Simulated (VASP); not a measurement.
C: single point with r2SCAN

Crystal: C.

```
C
1.0
    -2.12684   -1.22795    0.01101
     1.39689    0.00000   -3.54240
     3.56573   -9.41425    3.51671
C
10
Direct
  0.78888 0.16665 0.06667
  0.25555 0.36665 0.26667
  0.72222 0.56665 0.46667
  0.18888 0.76665 0.66667
  0.65555 0.96665 0.86667
  0.14445 0.03335 0.93333
  0.27778 0.23335 0.13333
  0.74445 0.43335 0.33333
  0.21112 0.63335 0.53333
  0.67778 0.83335 0.73333
```

This cell differs from its parent crystal: the part above a cut slid along it.

* Program: VASP 6.6.1
* Task: single point
* Functional: r2SCAN
* Potentials or basis: VASP PAW PBE potentials, release 64 (C)
* Cutoff: 520 eV
* k mesh: 11 × 8 × 3
* Occupations: gaussian, width 0.05 eV
* Spin: no spin polarisation

- Pressure: 1.6 GPa
- Largest force: 8.219 eV/Å

Forces on the atoms (eV/Å):
```
C   -6.806 -4.607  0.034
C   -0.493 -0.860  0.005
C   -0.015 -0.148  0.002
C    0.011 -0.126  0.003
C   -0.907  0.496  0.008
C    6.806  4.607 -0.034
C    0.907 -0.496 -0.008
C   -0.011  0.126 -0.003
C    0.015  0.148 -0.002
C    0.493  0.860 -0.005
```

Stress tensor (GPa, compression positive):
```
-25.38   5.22   0.17
  5.22  30.35  -0.02
  0.17  -0.02  -0.28
```

Wall time 10 min on 1 thread of Intel(R) Xeon(R) 6975P-C (Granite Rapids), on a shared host, peak memory 0.36 GiB.

Caveat: the cell differs from its parent crystal (the part above a cut slid along it); the stress differs along the axes, from -25 to 30 GPa; the PAW data sets were made with another functional, which shifts forces and pressure a little.
